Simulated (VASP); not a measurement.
# Pb3O2 (P6mm) in VASP: a series of runs

Pb3O2 is run at these levels: PBE; tasks: single point, relaxation of cell and atoms.

All numbers are computed with VASP 6.6.1; they aren't measurements. Logs are shortened: lines on timing, memory, paths and dates and some standing lists are left out, and cuts for length are marked.

### 1 The cell of the first run

Symmetry: P6mm, No. 183, hexagonal system. The conventional cell has a = 6.807 Å, b = 6.807 Å, c = 3.586 Å, α = 90.00°, β = 90.00°, γ = 120.00°. Within 3.2 Å of Pb (site symmetry 2mm) lie 4 O at 2.42 to 2.93 Å. Within 3.2 Å of O (site symmetry 3m) lie 6 Pb at 2.42 to 2.93 Å.

### 2 Single point, PBE

Input file INCAR:

```
PREC = Accurate ; ENCUT = 520
EDIFF = 1E-6 ; ISMEAR = 0
SIGMA = 0.1 ; LREAL = F
LASPH = T ; NELM = 80
ALGO = Normal ; ISIF = 2
LWAVE = F ; LCHARG = F
GGA = PE ; NBANDS = 35
```

Input file KPOINTS:

```
Automatic mesh
0
Gamma
  6 6 10
```

Input file POSCAR:

```
Pb3O2
1.0
    6.8067722774      0.0000000000      0.0000000000
   -3.4033861387      5.8948377100      0.0000000000
    0.0000000000      0.0000000000      3.5856701834
Pb O
3 2
Direct
    0.5000000000      0.0000000000      0.8026517746
    0.0000000000      0.5000000000      0.8026517746
    0.5000000000      0.5000000000      0.8026517746
    0.6666666667      0.3333333333      0.4078214257
    0.3333333333      0.6666666667      0.4078214257
```

Potentials or basis: VASP PAW PBE potentials, release 64 (Pb_d, O).

On the command line:

```
> cat potpaw_PBE.64/Pb_d/POTCAR potpaw_PBE.64/O/POTCAR > POTCAR
> mpirun -np 1 vasp_std > vasp.out
```

OUTCAR:

```text
PREC = Accurate
   ENCUT = 520
   EDIFF = 1E-6
   ISMEAR = 0
   LREAL = F
   LASPH = T
   NELM = 80
   ISIF = 2
   GGA = PE

 ion  position               nearest neighbor table
   1  0.500  0.000  0.803-   4 2.42   5 2.42   4 2.93   5 2.93   2 3.40   3 3.40   3 3.40   2 3.40

   2  0.000  0.500  0.803-   4 2.42   5 2.42   4 2.93   5 2.93   1 3.40   1 3.40   3 3.40   3 3.40

   3  0.500  0.500  0.803-   4 2.42   5 2.42   4 2.93   5 2.93   1 3.40   1 3.40   2 3.40   2 3.40

   4  0.667  0.333  0.408-   1 2.42   2 2.42   3 2.42   1 2.93   2 2.93   3 2.93
   5  0.333  0.667  0.408-   1 2.42   2 2.42   3 2.42   1 2.93   2 2.93   3 2.93

  LATTYP: Found a hexagonal cell.
 ALAT       =     6.8067722774
 C/A-ratio  =     0.5267798065

  Lattice vectors:

 A1 = (   6.8067722774,   0.0000000000,   0.0000000000)
 A2 = (  -3.4033861387,   5.8948377100,   0.0000000000)
 A3 = (   0.0000000000,   0.0000000000,   3.5856701834)

Analysis of symmetry for initial positions (statically):
=====================================================================
 Subroutine PRICEL returns:
 Original cell was already a primitive cell.

 Routine SETGRP: Setting up the symmetry group for a
 hexagonal supercell.

 Subroutine GETGRP returns: Found 12 space group operations
 (whereof 12 operations were pure point group operations)
 out of a pool of 24 trial point group operations.

The static configuration has the point symmetry C_6v.

Analysis of symmetry for dynamics (positions and initial velocities):
=====================================================================
 Subroutine PRICEL returns:
 Original cell was already a primitive cell.

 Routine SETGRP: Setting up the symmetry group for a
 hexagonal supercell.

 Subroutine GETGRP returns: Found 12 space group operations
 (whereof 12 operations were pure point group operations)
 out of a pool of 24 trial point group operations.

The dynamic configuration has the point symmetry C_6v.

 Subroutine INISYM returns: Found 12 space group operations
 (whereof 12 operations are pure point group operations),
 and found     1 'primitive' translations

----------------------------------------------------------------------------------------

                                     Primitive cell

  volume of cell :     143.8744

  direct lattice vectors                    reciprocal lattice vectors
     6.806772277  0.000000000  0.000000000     0.146912510  0.084819977  0.000000000
    -3.403386139  5.894837710  0.000000000     0.000000000  0.169639954  0.000000000
     0.000000000  0.000000000  3.585670183     0.000000000  0.000000000  0.278887892

  length of vectors
     6.806772277  6.806772277  3.585670183     0.169639954  0.169639954  0.278887892

  position of ions in fractional coordinates (direct lattice)
     0.500000000  0.000000000  0.802651775
     1.000000000  0.500000000  0.802651775
     0.500000000  0.500000000  0.802651775
     0.666666667  0.333333333  0.407821426
     0.333333333  0.666666667  0.407821426

  ion indices of the primitive-cell ions
   primitive index   ion index
                 1           1
                 2           2
                 3           3
                 4           4
                 5           5

----------------------------------------------------------------------------------------

 KPOINTS: Automatic mesh

Automatic generation of k-mesh.
 Grid dimensions read from file:
 generate k-points for:    6    6   10

 Generating k-lattice:

  Cartesian coordinates                     Fractional coordinates (reciprocal lattice)
     0.024485418  0.014136663  0.000000000     0.166666667 -0.000000000  0.000000000
     0.000000000  0.028273326  0.000000000     0.000000000  0.166666667  0.000000000
     0.000000000  0.000000000  0.027888789     0.000000000  0.000000000  0.100000000

  Length of vectors
     0.028273326  0.028273326  0.027888789

  Shift w.r.t. Gamma in fractional coordinates (k-lattice)
     0.000000000  0.000000000  0.000000000

 Subroutine IBZKPT returns following result:
 ===========================================

 Found     42 irreducible k-points:

 Following reciprocal coordinates:
            Coordinates               Weight
  0.000000  0.000000  0.000000      1.000000
  0.166667  0.000000  0.000000      6.000000
  0.333333  0.000000  0.000000      6.000000
  0.500000  0.000000  0.000000      3.000000
  0.166667  0.166667  0.000000      6.000000
  0.333333  0.166667  0.000000     12.000000
[... 16 lines left out ...]
  0.166667  0.000000  0.300000     12.000000
  0.333333  0.000000  0.300000     12.000000
 [... further k-points ...]
   k-points           NKPTS =     42   k-points in BZ     NKDIM =     42   number of bands    NBANDS=     35
   number of dos      NEDOS =    301   number of ions     NIONS =      5
   total plane-waves  NPLWV =  81648
   dimension x,y,z NGX =    54 NGY =   54 NGZ =   28
   dimension x,y,z NGXF=   108 NGYF=  108 NGZF=   56
   ions per type =               3   2
   NGX,Y,Z   is equivalent  to a cutoff of  13.19, 13.19, 12.98 a.u.
   NGXF,Y,Z  is equivalent  to a cutoff of  26.38, 26.38, 25.96 a.u.
 SYSTEM =  unknown system
   PREC   = accura    normal or accurate (medium, high low for compatibility)
   ISTART =      0    job   : 0-new  1-cont  2-samecut
   ICHARG =      2    charge: 1-file 2-atom 10-const
   ISPIN  =      1    spin polarized calculation?
   LNONCOLLINEAR =      F non collinear calculations
   LSORBIT =      F    spin-orbit coupling
   LASPH  =      T    aspherical Exc in radial PAW
   ENCUT  =  520.0 eV  38.22 Ry    6.18 a.u.  12.66 12.66  6.67*2*pi/ulx,y,z
   NELM   =     80;   NELMIN=  2; NELMDL= -5     # of ELM steps
   EDIFF  = 0.1E-05   stopping-criterion for ELM
   LREAL  =      F    real-space projection
   EDIFFG = 0.1E-04   stopping-criterion for IOM
   NSW    =      0    number of steps for IOM
   IBRION =     -1    ionic relax: 0-MD 1-quasi-New 2-CG
   NFREE  =      0    steps in history (QN), initial steepest desc. (CG)
   ISIF   =      2    stress and relaxation
   ISYM   =      2    0-nonsym 1-usesym 2-fastsym
   POTIM  = 0.5000    time-step for ionic-motion
   TEBEG  =    0.0;   TEEND  =   0.0 temperature during run
   PSTRESS=    0.0 pullay stress
   NELECT =      54.0000    total number of electrons
   NUPDOWN=      -1.0000    fix difference up-down
   EMIN   =  10.00;   EMAX   =-10.00  energy-range for DOS
   EFERMI =   0.00;   METHOD = LEGACY
   ISMEAR =     0;   SIGMA  =   0.10  broadening in eV -4-tet -1-fermi 0-gaus
   EFERMI_NEDOS =   21; number of points for ismear=-14 and -15
   IALGO  =     38    algorithm
   IMIX   =      4    mixing-type and parameters
     AMIX     =   0.40;   BMIX     =  1.00
     AMIX_MAG =   1.60;   BMIX_MAG =  1.00
  volume/ion in A,a.u.               =      28.77       194.18
  Fermi-wavevector in a.u.,A,eV,Ry     =   1.180896  2.231570 18.973530  1.394515
  Thomas-Fermi vector in A             =   2.317180
   LORBIT       =      0    0 simple, 1 ext, 2 COOP (PROOUT), +10 PAW based schemes
   GGA     = PE    functional components
   LHFCALC =     F    Hartree Fock is set to
   AEXX    =    0.0000 exact exchange contribution
   IVDW    =     0    specifies the selected vdW correction
   LEPSILON=     F    determine dielectric tensor
   LRPA    =     F    only Hartree local field effects (RPA)
 non-spin polarized calculation
 Gauss-broadening in eV      SIGMA  =   0.10
  energy-cutoff  :      520.00
  volume of cell :      143.87
 maximum number of plane-waves:      3925
 NGX is ok and might be reduce to    54
   NGX = 25   NGY = 25   NGZ = 13

 number of electron      54.0000014 magnetization

 Free energy of the ion-electron system (eV)
  ---------------------------------------------------
  ext. energy  EPLUGINS =         0.00000000
  ---------------------------------------------------
  free energy    TOTEN  =       -22.67844029 eV

  energy without entropy =      -22.66675501  energy(sigma->0) =      -22.67259765

 E-fermi :   3.8918     XC(G=0):  -8.5041

 val. band max:        3.8842016616   @ k =   0.5000   0.0000   0.4000
 cond. band min:       3.8972145945   @ k =   0.3333   0.1667   0.4000
 fundamental gap:      0.0130129329
 Fermi energy:         3.8917726981

 k-point     1 :       0.0000    0.0000    0.0000
  band No.  band energies     occupation
      1     -14.5735      2.00000
      2     -14.2076      2.00000
      3     -13.3374      2.00000
      4     -13.3145      2.00000
      5     -13.3145      2.00000
      6     -13.1761      2.00000
[... 27 lines left out ...]
     34       9.8420      0.00000
     35      11.0237      0.00000

 k-point     2 :       0.1667    0.0000    0.0000
  band No.  band energies     occupation
      1     -14.5498      2.00000
      2     -14.2254      2.00000
      3     -13.3302      2.00000
      4     -13.3073      2.00000
      5     -13.2943      2.00000
      6     -13.1811      2.00000
[... 27 lines left out ...]
     34       9.8573      0.00000
     35      10.3758      0.00000

 k-point     3 :       0.3333    0.0000    0.0000
  band No.  band energies     occupation
      1     -14.4892      2.00000
      2     -14.2746      2.00000
      3     -13.3248      2.00000
      4     -13.2744      2.00000
      5     -13.2462      2.00000
      6     -13.1935      2.00000
[... 27 lines left out ...]
     34       9.7932      0.00000
     35       9.8524      0.00000

 k-point     4 :       0.5000    0.0000    0.0000
  band No.  band energies     occupation
      1     -14.4417      2.00000
      2     -14.3166      2.00000
      3     -13.3239      2.00000
      4     -13.2380      2.00000
      5     -13.2193      2.00000
      6     -13.2127      2.00000
[... 27 lines left out ...]
     34       9.8431      0.00000
     35       9.8691      0.00000

 k-point     5 :       0.1667    0.1667    0.0000
  band No.  band energies     occupation
      1     -14.5068      2.00000
      2     -14.2598      2.00000
      3     -13.3161      2.00000
      4     -13.2995      2.00000
      5     -13.2556      2.00000
      6     -13.1907      2.00000
[... 638 lines left out ...]
 k-point    22 :       0.0000    0.0000    0.3000
  band No.  band energies     occupation
      1     -14.4936      2.00000
      2     -14.3384      2.00000
      3     -13.2894      2.00000
      4     -13.2894      2.00000
      5     -13.2034      2.00000
      6     -13.1803      2.00000
[... 27 lines left out ...]
     34       8.8146      0.00000
     35       9.8193      0.00000

 k-point    23 :       0.1667    0.0000    0.3000
  band No.  band energies     occupation
      1     -14.4811      2.00000
      2     -14.3418      2.00000
      3     -13.2850      2.00000
      4     -13.2666      2.00000
      5     -13.2012      2.00000
      6     -13.1771      2.00000
[... 27 lines left out ...]
     34       8.2294      0.00000
     35       9.6193      0.00000

 k-point    24 :       0.3333    0.0000    0.3000
  band No.  band energies     occupation
      1     -14.4497      2.00000
      2     -14.3554      2.00000
      3     -13.2799      2.00000
      4     -13.2051      2.00000
      5     -13.1869      2.00000
      6     -13.1649      2.00000
[... 27 lines left out ...]
     34       8.3692      0.00000
     35       9.4898      0.00000

 [... further k-points ...]

------------------------ aborting loop because EDIFF is reached ----------------------------------------

  FORCE on cell =-STRESS in cart. coord.  units (eV):
  Direction    XX          YY          ZZ          XY          YZ          ZX
  --------------------------------------------------------------------------------------
  -------------------------------------------------------------------------------------
  Total        0.0194892      0.0194892     -0.0021000     -0.0000000      0.0000000      0.0000000
  in kB        0.2170309      0.2170309     -0.0233860     -0.0000000      0.0000000      0.0000000
  external PRESSURE =       0.1368919 kB  Pullay stress =       0.0000000 kB

 VOLUME and BASIS-vectors are now :
 -----------------------------------------------------------------------------
  energy-cutoff  :      520.00
  volume of cell :      143.87
      direct lattice vectors                 reciprocal lattice vectors
     6.806772277  0.000000000  0.000000000     0.146912510  0.084819977  0.000000000
    -3.403386139  5.894837710  0.000000000     0.000000000  0.169639954  0.000000000
     0.000000000  0.000000000  3.585670183     0.000000000  0.000000000  0.278887892

 POSITION                                       TOTAL-FORCE (eV/Angst)
 -----------------------------------------------------------------------------------
      3.40339      0.00000      2.87804        -0.000000     -0.000000      0.015357
     -1.70169      2.94742      2.87804        -0.000000      0.000000      0.015357
      1.70169      2.94742      2.87804        -0.000000      0.000000      0.015357
      3.40339      1.96495      1.46231         0.000000     -0.000000     -0.023036
     -0.00000      3.92989      1.46231         0.000000     -0.000000     -0.023036
 -----------------------------------------------------------------------------------
    total drift:                                0.000000      0.000000      0.000877

  FREE ENERGIE OF THE ION-ELECTRON SYSTEM (eV)
  ---------------------------------------------------
  free  energy   TOTEN  =       -22.6784402876 eV

  energy  without entropy=      -22.6667550072  energy(sigma->0) =      -22.67259765
```

It took 2.6 min on 1 thread of Intel Xeon 6975P-C (Granite Rapids), shared host; peak memory 0.36 GiB.

What came out:

```
Free energy            : -22.6784 eV
Pressure               : 0.0 GPa
Largest force          : 0.023 eV/Å
Band gap on the k mesh : zero (band 27 reaches 4.26 eV, above the bottom of band 28 at 3.64 eV)
```

Forces in eV/Å, atoms in the order of the input:
```
Pb   0.000  0.000  0.015
Pb   0.000  0.000  0.015
Pb   0.000  0.000  0.015
O    0.000  0.000 -0.023
O    0.000  0.000 -0.023
```

Caveat: spin-orbit coupling is left out, which moves the levels of the heavy elements.

### 3 Relaxation of cell and atoms, PBE

This run uses another cell than the first one, of 28.14 Å³/atom, 0.978 times its volume.

Input file INCAR:

```
PREC = Accurate ; ENCUT = 600
EDIFF = 1E-6 ; ISMEAR = 0
SIGMA = 0.1 ; LREAL = F
LASPH = T ; NELM = 60
ALGO = Normal ; ISIF = 3
LWAVE = F ; LCHARG = F
GGA = PE ; IBRION = 2
NSW = 90 ; EDIFFG = -0.04
```

Input file KPOINTS:

```
regular mesh
0
Gamma
  3 3 6
```

Input file POSCAR:

```
Pb3O2
1.0
    6.7298707514      0.0000000000      0.0000000000
   -3.3649353757      5.8282390349      0.0000000000
    0.0000000000      0.0000000000      3.5868994568
Pb O
3 2
Direct
    0.5000000000      0.0000000000      0.8137463879
    0.0000000000      0.5000000000      0.8137463879
    0.5000000000      0.5000000000      0.8137463879
    0.6666666667      0.3333333333      0.3911795058
    0.3333333333      0.6666666667      0.3911795058
```

Potentials or basis: VASP PAW PBE potentials, release 64 (Pb_d, O).

On the command line:

```
> cat potpaw_PBE.64/Pb_d/POTCAR potpaw_PBE.64/O/POTCAR > POTCAR
> mpirun -np 1 vasp_std > vasp.out
```

Wall time 47 s (1 thread of Intel Xeon 6975P-C (Granite Rapids), shared host); peak memory 0.3 GiB.

The run converged. Its results:

```
Free energy                  : -22.6901 eV
Pressure after relaxing      : 0.0 GPa
Largest force after relaxing : 0.009 eV/Å
Band gap on the k mesh       : zero (band 27 reaches 4.44 eV, above the bottom of band 28 at 3.81 eV)
```

Forces in eV/Å, atoms in the order of the input:
```
Pb   0.000  0.000  0.006
Pb   0.000  0.000  0.006
Pb   0.000  0.000  0.006
O    0.000  0.000 -0.009
O    0.000  0.000 -0.009
```

Stress tensor (GPa, compression positive):
```
0.00 0.00 0.00
0.00 0.00 0.00
0.00 0.00 0.10
```

Final structure:
```yaml
crystal:
  lattice:
    - [6.72987, 0.00000, 0.00000]
    - [-3.36494, 5.82824, 0.00000]
    - [0.00000, 0.00000, 3.58690]
  atoms:
    - { symbol: Pb, position: [0.50000, 0.00000, 0.81375] }
    - { symbol: Pb, position: [0.00000, 0.50000, 0.81375] }
    - { symbol: Pb, position: [0.50000, 0.50000, 0.81375] }
    - { symbol: O, position: [0.66667, 0.33333, 0.39118] }
    - { symbol: O, position: [0.33333, 0.66667, 0.39118] }
```

Levels at points of the mesh, in eV from the Fermi level:
| k point | band 25 | band 26 | band 27 | band 28 | band 29 | band 30 |
| --- | --- | --- | --- | --- | --- | --- |
| (0.00, 0.00, 0.00) | -1.03 | -1.03 | -0.36 | -0.18 | -0.18 | 2.78 |
| (0.00, 0.00, 0.50) | -2.78 | -1.22 | -0.45 | -0.18 | -0.18 | 3.15 |

Caveat: the relaxation stopped at its first step, so nothing moved; spin-orbit coupling is left out, which moves the levels of the heavy elements.

### 4 Relaxation of cell and atoms, PBE

This run uses another cell than the first one, of 28.14 Å³/atom, 0.978 times its volume.

Input file INCAR:

```
PREC = Accurate ; ENCUT = 600
EDIFF = 1E-6 ; ISMEAR = 0
SIGMA = 0.1 ; LREAL = False
LASPH = True ; NELM = 100
ALGO = Normal ; ISIF = 3
LWAVE = False ; LCHARG = False
GGA = PE ; IBRION = 2
NSW = 100 ; EDIFFG = -0.01
```

Input file KPOINTS:

```
Automatic mesh
0
Gamma
  6 6 10
```

POSCAR is that of step 3.

On the command line:

```
> cat potpaw_PBE.64/Pb_d/POTCAR potpaw_PBE.64/O/POTCAR > POTCAR
> mpirun -np 1 vasp_std > vasp.out
```

Run time: 23 min. Hardware: 1 thread of Intel Xeon 6975P-C (Granite Rapids), shared host; peak memory 0.41 GiB.

It converged, with:

| Item | Value |
| --- | --- |
| Free energy | -22.6802 eV |
| Relaxed volume | 28.67 Å³/atom |
| Relaxed cell | a = 6.807 Å, b = 6.807 Å, c = 3.572 Å, α = 90.00°, β = 90.00°, γ = 120.00° |
| Space group after relaxing (to 0.05 Å) | P6mm (No. 183) |
| Energy gained by relaxing | 2.0 meV/atom |
| Ionic steps | 15 |
| Pressure after relaxing | 0.0 GPa |
| Band gap on the k mesh | zero (band 27 reaches 4.30 eV, above the bottom of band 28 at 3.66 eV) |

Step by step:
```tsv
step	energy change (eV)	largest force (eV/Å)	pressure (GPa)	volume (Å³)
1	0.0000	0.0771	-0.01	140.69
2	-0.0028	0.0620	0.10	140.66
3	-0.0053	0.0112	0.43	140.55
4	-0.0055	0.0243	0.35	140.58
5	-0.0071	0.0413	0.03	141.70
6	-0.0071	0.0444	0.00	141.88
7	-0.0071	0.0499	-0.10	142.25
8	-0.0071	0.0463	-0.05	141.98
9	-0.0071	0.0458	-0.03	141.93
10	-0.0076	0.0412	-0.01	142.03
11	-0.0088	0.0282	0.02	142.33
12	-0.0098	0.0045	0.08	142.91
13	-0.0099	0.0101	0.10	143.00
14	-0.0094	0.0202	-0.22	144.21
15	-0.0100	0.0014	0.01	143.34
```

Final structure:
```yaml
crystal:
  lattice:
    - [6.80715, 0.00000, 0.00000]
    - [-3.40358, 5.89517, 0.00000]
    - [0.00000, 0.00000, 3.57190]
  atoms:
    - { symbol: Pb, position: [0.50000, 0.00000, 0.80469] }
    - { symbol: Pb, position: [0.00000, 0.50000, 0.80469] }
    - { symbol: Pb, position: [0.50000, 0.50000, 0.80469] }
    - { symbol: O, position: [0.66667, 0.33333, 0.40476] }
    - { symbol: O, position: [0.33333, 0.66667, 0.40476] }
```

Levels at points of the mesh, in eV from the Fermi level:
```csv
k point,band 25,band 26,band 27,band 28,band 29,band 30
"(0.00, 0.00, 0.00)",-1.18,-1.18,-0.26,-0.26,-0.12,2.69
"(0.50, 0.00, 0.00)",-2.64,-1.29,-0.80,0.38,1.89,2.29
"(0.00, 0.00, 0.50)",-3.01,-1.45,-0.52,-0.08,-0.08,2.86
"(0.50, 0.00, 0.50)",-2.86,-1.85,0.24,0.55,1.66,1.69
```

Caveat: spin-orbit coupling is left out, which moves the levels of the heavy elements.

### 5 Overview

```csv
task,cell,k mesh,cutoff (eV),gap on the mesh (eV),pressure (GPa),largest force (eV/Å)
single point,"a = 6.807, b = 6.807, c = 3.586 Å, angles 90.0, 90.0, 120.0°, 5 atoms",6 × 6 × 10,520,none,0.0,0.02
relaxation of cell and atoms,"relaxed from a = 6.730, b = 6.730, c = 3.587 Å, angles 90.0, 90.0, 120.0°, 5 atoms",3 × 3 × 6,600,none,0.0,0.01
relaxation of cell and atoms,"relaxed from a = 6.730, b = 6.730, c = 3.587 Å, angles 90.0, 90.0, 120.0°, 5 atoms",6 × 6 × 10,600,none,0.0,-
```

Alike in all rows: level PBE; potentials or basis VASP PAW PBE potentials, release 64 (Pb_d, O); no spin polarisation; smearing gaussian 0.1 eV.

Caveats: spin-orbit coupling is left out, which moves the levels of the heavy elements; the relaxation stopped at its first step, so nothing moved (some runs).

Absolute energies hang on the potentials; compare differences alone.
